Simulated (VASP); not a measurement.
# Bi2Se3 in VASP: settings compared

Bi2Se3 is run at these levels: PBE+D3(BJ), PBEsol, PBE exchange alone, LDA; tasks: single point, relaxation of the atoms.

All numbers are computed with VASP 6.6.1; they aren't measurements. Logs are shortened: lines on timing, memory, paths and dates and some standing lists are left out, and cuts for length are marked.

**1. The cell of the first run**

The structure is trigonal, space group R-3m (No. 166). Conventional cell: a = 4.143 Å, b = 4.143 Å, c = 28.636 Å, α = 90.00°, β = 90.00°, γ = 120.00°. Within 3.8 Å of Bi (site symmetry 3m) lie 6 Se at 2.85 to 3.07 Å. Within 3.8 Å of Se (site symmetry 3m) lie 3 Bi at 2.85 Å and 3 Se at 3.52 Å. Within 4.3 Å of Se (site symmetry -3m) lie 6 Bi at 3.07 Å and 12 Se at 4.14 to 4.23 Å.

**2. Single point, PBE+D3(BJ)**

Contents of INCAR:

```
PREC = Accurate ; ENCUT = 520
EDIFF = 1E-6 ; ISMEAR = -1
SIGMA = 0.05 ; LREAL = False
LASPH = True ; NELM = 60
ALGO = Normal ; ISIF = 2
LWAVE = False ; LCHARG = False
GGA = PE ; IVDW = 12
NBANDS = 32
```

Contents of KPOINTS:

```
Automatic mesh
0
Gamma
  8 8 8
```

Contents of POSCAR:

```
Bi2Se3
1.0
    2.0715000000      1.1959810826      9.5453333333
   -2.0715000000      1.1959810826      9.5453333333
    0.0000000000     -2.3919621653      9.5453333333
Bi Se
2 3
Direct
    0.5992000000      0.5992000000      0.5992000000
    0.4008000000      0.4008000000      0.4008000000
    0.7883000000      0.7883000000      0.7883000000
    0.2117000000      0.2117000000      0.2117000000
    0.0000000000      0.0000000000      0.0000000000
```

Potentials or basis: VASP PAW PBE potentials, release 64 (Bi_d, Se).

Run with:

```bash
> cat potpaw_PBE.64/Bi_d/POTCAR potpaw_PBE.64/Se/POTCAR > POTCAR
> mpirun -np 1 vasp_std > vasp.out
```

OUTCAR:

```text
PREC = Accurate
   ENCUT = 520
   EDIFF = 1E-6
   ISMEAR = -1
   LREAL = False
   LASPH = True
   NELM = 60
   ISIF = 2
   GGA = PE
   IVDW = 12
 IVDW          = 12

 ion  position               nearest neighbor table
   1  0.599  0.599  0.599-   4 2.85   4 2.85   4 2.85   5 3.07   5 3.07   5 3.07
   2  0.401  0.401  0.401-   3 2.85   3 2.85   3 2.85   5 3.07   5 3.07   5 3.07
   3  0.788  0.788  0.788-   2 2.85   2 2.85   2 2.85
   4  0.212  0.212  0.212-   1 2.85   1 2.85   1 2.85
   5  0.000  0.000  0.000-   1 3.07   1 3.07   2 3.07   2 3.07   1 3.07   2 3.07

  LATTYP: Found a trigonal (rhomboedric) cell.
 ALAT       =     9.8404710987
 COS(alpha) =     0.9113725833

  Lattice vectors:

 A1 = (   2.0715000000,   1.1959810826,   9.5453333333)
 A2 = (  -2.0715000000,   1.1959810826,   9.5453333333)
 A3 = (   0.0000000000,  -2.3919621653,   9.5453333333)

Analysis of symmetry for initial positions (statically):
=====================================================================
 Subroutine PRICEL returns:
 Original cell was already a primitive cell.

 Routine SETGRP: Setting up the symmetry group for a
 trigonal (rhombohedral) supercell.

 Subroutine GETGRP returns: Found 12 space group operations
 (whereof 12 operations were pure point group operations)
 out of a pool of 12 trial point group operations.

The static configuration has the point symmetry D_3d.

Analysis of symmetry for dynamics (positions and initial velocities):
=====================================================================
 Subroutine PRICEL returns:
 Original cell was already a primitive cell.

 Routine SETGRP: Setting up the symmetry group for a
 trigonal (rhombohedral) supercell.

 Subroutine GETGRP returns: Found 12 space group operations
 (whereof 12 operations were pure point group operations)
 out of a pool of 12 trial point group operations.

The dynamic configuration has the point symmetry D_3d.

 Subroutine INISYM returns: Found 12 space group operations
 (whereof 12 operations are pure point group operations),
 and found     1 'primitive' translations

----------------------------------------------------------------------------------------

                                     Primitive cell

  volume of cell :     141.8899

  direct lattice vectors                    reciprocal lattice vectors
     2.071500000  1.195981083  9.545333333     0.241370987  0.139355604  0.034921078
    -2.071500000  1.195981083  9.545333333    -0.241370987  0.139355604  0.034921078
     0.000000000 -2.391962165  9.545333333     0.000000000 -0.278711209  0.034921078

  length of vectors
     9.840471099  9.840471099  9.840471099     0.280890405  0.280890405  0.280890405

  position of ions in fractional coordinates (direct lattice)
     0.599200000  0.599200000  0.599200000
     0.400800000  0.400800000  0.400800000
     0.788300000  0.788300000  0.788300000
     0.211700000  0.211700000  0.211700000
     0.000000000  0.000000000  0.000000000

  ion indices of the primitive-cell ions
   primitive index   ion index
                 1           1
                 2           2
                 3           3
                 4           4
                 5           5

----------------------------------------------------------------------------------------

 KPOINTS: Automatic mesh

Automatic generation of k-mesh.
 Grid dimensions read from file:
 generate k-points for:    8    8    8

 Generating k-lattice:

  Cartesian coordinates                     Fractional coordinates (reciprocal lattice)
     0.030171373  0.017419451  0.004365135     0.125000000 -0.000000000  0.000000000
    -0.030171373  0.017419451  0.004365135    -0.000000000  0.125000000  0.000000000
     0.000000000 -0.034838901  0.004365135     0.000000000  0.000000000  0.125000000

  Length of vectors
     0.035111301  0.035111301  0.035111301

  Shift w.r.t. Gamma in fractional coordinates (k-lattice)
     0.000000000  0.000000000  0.000000000

 Subroutine IBZKPT returns following result:
 ===========================================

 Found     65 irreducible k-points:

 Following reciprocal coordinates:
            Coordinates               Weight
  0.000000  0.000000  0.000000      1.000000
  0.125000  0.000000 -0.000000      6.000000
  0.250000  0.000000 -0.000000      6.000000
  0.375000 -0.000000 -0.000000      6.000000
  0.500000  0.000000 -0.000000      3.000000
  0.125000  0.125000 -0.000000      6.000000
[... 16 lines left out ...]
  0.250000  0.125000  0.125000      6.000000
  0.375000  0.125000  0.125000      6.000000
 [... further k-points ...]
   k-points           NKPTS =     65   k-points in BZ     NKDIM =     65   number of bands    NBANDS=     32
   number of dos      NEDOS =    301   number of ions     NIONS =      5
   total plane-waves  NPLWV = 512000
   dimension x,y,z NGX =    80 NGY =   80 NGZ =   80
   dimension x,y,z NGXF=   160 NGYF=  160 NGZF=  160
   ions per type =               2   3
   NGX,Y,Z   is equivalent  to a cutoff of  13.52, 13.52, 13.52 a.u.
   NGXF,Y,Z  is equivalent  to a cutoff of  27.03, 27.03, 27.03 a.u.
 SYSTEM =  unknown system
   PREC   = accura    normal or accurate (medium, high low for compatibility)
   ISTART =      0    job   : 0-new  1-cont  2-samecut
   ICHARG =      2    charge: 1-file 2-atom 10-const
   ISPIN  =      1    spin polarized calculation?
   LNONCOLLINEAR =      F non collinear calculations
   LSORBIT =      F    spin-orbit coupling
   LASPH  =      T    aspherical Exc in radial PAW
   ENCUT  =  520.0 eV  38.22 Ry    6.18 a.u.  18.30 18.30 18.30*2*pi/ulx,y,z
   NELM   =     60;   NELMIN=  2; NELMDL= -5     # of ELM steps
   EDIFF  = 0.1E-05   stopping-criterion for ELM
   LREAL  =      F    real-space projection
   EDIFFG = 0.1E-04   stopping-criterion for IOM
   NSW    =      0    number of steps for IOM
   IBRION =     -1    ionic relax: 0-MD 1-quasi-New 2-CG
   NFREE  =      0    steps in history (QN), initial steepest desc. (CG)
   ISIF   =      2    stress and relaxation
   ISYM   =      2    0-nonsym 1-usesym 2-fastsym
   POTIM  = 0.5000    time-step for ionic-motion
   TEBEG  =    0.0;   TEEND  =   0.0 temperature during run
   PSTRESS=    0.0 pullay stress
   NELECT =      48.0000    total number of electrons
   NUPDOWN=      -1.0000    fix difference up-down
   EMIN   =  10.00;   EMAX   =-10.00  energy-range for DOS
   EFERMI =   0.00;   METHOD = LEGACY
   ISMEAR =    -1;   SIGMA  =   0.05  broadening in eV -4-tet -1-fermi 0-gaus
   EFERMI_NEDOS =   21; number of points for ismear=-14 and -15
   IALGO  =     38    algorithm
   IMIX   =      4    mixing-type and parameters
     AMIX     =   0.40;   BMIX     =  1.00
     AMIX_MAG =   1.60;   BMIX_MAG =  1.00
  volume/ion in A,a.u.               =      28.38       191.50
  Fermi-wavevector in a.u.,A,eV,Ry     =   1.140700  2.155610 17.703848  1.301196
  Thomas-Fermi vector in A             =   2.277401
   LORBIT       =      0    0 simple, 1 ext, 2 COOP (PROOUT), +10 PAW based schemes
   GGA     = PE    functional components
   LHFCALC =     F    Hartree Fock is set to
   AEXX    =    0.0000 exact exchange contribution
   IVDW    =    12    specifies the selected vdW correction
   LEPSILON=     F    determine dielectric tensor
   LRPA    =     F    only Hartree local field effects (RPA)
 non-spin polarized calculation
  energy-cutoff  :      520.00
  volume of cell :      141.89
 maximum number of plane-waves:      3857
 NGX is ok and might be reduce to    80
   NGX = 37   NGY = 37   NGZ = 37

 number of electron      47.9999997 magnetization

 Free energy of the ion-electron system (eV)
  ---------------------------------------------------
  ext. energy  EPLUGINS =         0.00000000
  ---------------------------------------------------
  free energy    TOTEN  =       -20.15509298 eV

  energy without entropy =      -20.15488063  energy(sigma->0) =      -20.15498681

 E-fermi :   5.0791     XC(G=0):  -9.4969

 val. band max:        4.9704354351   @ k =   0.0000   0.0000   0.0000
 cond. band min:       5.1836839430   @ k =   0.0000   0.0000   0.0000
 fundamental gap:      0.2132485079
 Fermi energy:         5.0791016230

 k-point     1 :       0.0000    0.0000    0.0000
  band No.  band energies     occupation
      1     -18.1605      2.00000
      2     -18.1605      2.00000
      3     -18.1588      2.00000
      4     -18.1588      2.00000
      5     -18.1530      2.00000
      6     -18.1504      2.00000
[... 24 lines left out ...]
     31      10.8003      0.00000
     32      11.9728      0.00000

 k-point     2 :       0.1250    0.0000   -0.0000
  band No.  band energies     occupation
      1     -18.1627      2.00000
      2     -18.1606      2.00000
      3     -18.1569      2.00000
      4     -18.1551      2.00000
      5     -18.1507      2.00000
      6     -18.1482      2.00000
[... 24 lines left out ...]
     31      10.4385      0.00000
     32      11.0255      0.00000

 k-point     3 :       0.2500    0.0000   -0.0000
  band No.  band energies     occupation
      1     -18.1694      2.00000
      2     -18.1662      2.00000
      3     -18.1500      2.00000
      4     -18.1497      2.00000
      5     -18.1478      2.00000
      6     -18.1455      2.00000
[... 24 lines left out ...]
     31       9.5566      0.00000
     32      11.2052      0.00000

 k-point     4 :       0.3750   -0.0000   -0.0000
  band No.  band energies     occupation
      1     -18.1771      2.00000
      2     -18.1726      2.00000
      3     -18.1538      2.00000
      4     -18.1490      2.00000
      5     -18.1482      2.00000
      6     -18.1443      2.00000
[... 24 lines left out ...]
     31       9.4540      0.00000
     32      11.3065      0.00000

 k-point     5 :       0.5000    0.0000   -0.0000
  band No.  band energies     occupation
      1     -18.1805      2.00000
      2     -18.1753      2.00000
      3     -18.1553      2.00000
      4     -18.1505      2.00000
      5     -18.1486      2.00000
      6     -18.1439      2.00000
[... 584 lines left out ...]
     31      10.2497      0.00000
     32      11.8041      0.00000

 k-point    22 :       0.1250    0.1250    0.1250
  band No.  band energies     occupation
      1     -18.1605      2.00000
      2     -18.1605      2.00000
      3     -18.1588      2.00000
      4     -18.1588      2.00000
      5     -18.1530      2.00000
      6     -18.1505      2.00000
[... 24 lines left out ...]
     31      10.8027      0.00000
     32      11.7768      0.00000

 k-point    23 :       0.2500    0.1250    0.1250
  band No.  band energies     occupation
      1     -18.1627      2.00000
      2     -18.1606      2.00000
      3     -18.1569      2.00000
      4     -18.1551      2.00000
      5     -18.1506      2.00000
      6     -18.1482      2.00000
[... 24 lines left out ...]
     31      10.3993      0.00000
     32      11.2104      0.00000

 k-point    24 :       0.3750    0.1250    0.1250
  band No.  band energies     occupation
      1     -18.1694      2.00000
      2     -18.1662      2.00000
      3     -18.1500      2.00000
      4     -18.1497      2.00000
      5     -18.1478      2.00000
      6     -18.1455      2.00000
[... 24 lines left out ...]
     31       9.6336      0.00000
     32      11.2808      0.00000

 [... further k-points ...]

------------------------ aborting loop because EDIFF is reached ----------------------------------------

 Edisp (eV)   -2.00207

 E8    (eV) :    -0.9059

  FORCE on cell =-STRESS in cart. coord.  units (eV):
  Direction    XX          YY          ZZ          XY          YZ          ZX
  --------------------------------------------------------------------------------------
  -------------------------------------------------------------------------------------
  Total       0.20132     0.20132     0.16311     0.00000    -0.00000     0.00000
  in kB       2.27320     2.27320     1.84175     0.00000    -0.00000     0.00000
  external pressure =        2.13 kB  Pullay stress =        0.00 kB

 VOLUME and BASIS-vectors are now :
 -----------------------------------------------------------------------------
  energy-cutoff  :      520.00
  volume of cell :      141.89
      direct lattice vectors                 reciprocal lattice vectors
     2.071500000  1.195981083  9.545333333     0.241370987  0.139355604  0.034921078
    -2.071500000  1.195981083  9.545333333    -0.241370987  0.139355604  0.034921078
     0.000000000 -2.391962165  9.545333333     0.000000000 -0.278711209  0.034921078

 POSITION                                       TOTAL-FORCE (eV/Angst)
 -----------------------------------------------------------------------------------
      0.00000     -0.00000     17.15869         0.000000     -0.000000      0.176169
      0.00000     -0.00000     11.47731         0.000000      0.000000     -0.176169
      0.00000     -0.00000     22.57376         0.000000     -0.000000      0.175009
      0.00000     -0.00000      6.06224         0.000000      0.000000     -0.175009
      0.00000      0.00000      0.00000         0.000000      0.000000     -0.000000
 -----------------------------------------------------------------------------------
    total drift:                                0.000000      0.000000     -0.000000

  FREE ENERGIE OF THE ION-ELECTRON SYSTEM (eV)
  ---------------------------------------------------
  free  energy   TOTEN  =       -22.1571616046 eV

  energy  without entropy=      -22.1569492508  energy(sigma->0) =      -22.15705543
```

Wall time 18 min (1 thread of Intel Xeon 6975P-C (Granite Rapids), shared host); peak memory 1 GiB.

Results:

* Free energy: -22.1572 eV
* Pressure: 0.2 GPa
* Largest force: 0.176 eV/Å
* Band gap on the k mesh: 0.21 eV
* Dispersion energy per atom: -0.400 eV

Forces on the atoms (eV/Å):
```
Bi   0.000  0.000  0.176
Bi   0.000  0.000 -0.176
Se   0.000  0.000  0.175
Se   0.000  0.000 -0.175
Se   0.000  0.000  0.000
```

Levels at points of the mesh, in eV from the valence-band top:
| k point | band 21 | band 22 | band 23 | band 24 | band 25 | band 26 | band 27 | band 28 |
| --- | --- | --- | --- | --- | --- | --- | --- | --- |
| (0.00, 0.00, 0.00) | -1.87 | -1.22 | -1.22 | 0.00 | 0.21 | 1.39 | 1.39 | 2.12 |
| (0.50, 0.00, 0.00) | -3.00 | -2.15 | -1.24 | -0.56 | 0.84 | 1.92 | 2.96 | 3.15 |
| (0.50, 0.50, 0.00) | -1.89 | -1.89 | -1.65 | -1.01 | 1.34 | 1.95 | 2.59 | 2.99 |
| (0.50, 0.50, 0.50) | -1.55 | -1.39 | -1.39 | -0.45 | 0.62 | 1.70 | 1.70 | 2.06 |

Caveat: spin-orbit coupling is left out, which moves the levels of the heavy elements.

[end of part 1 of 2]
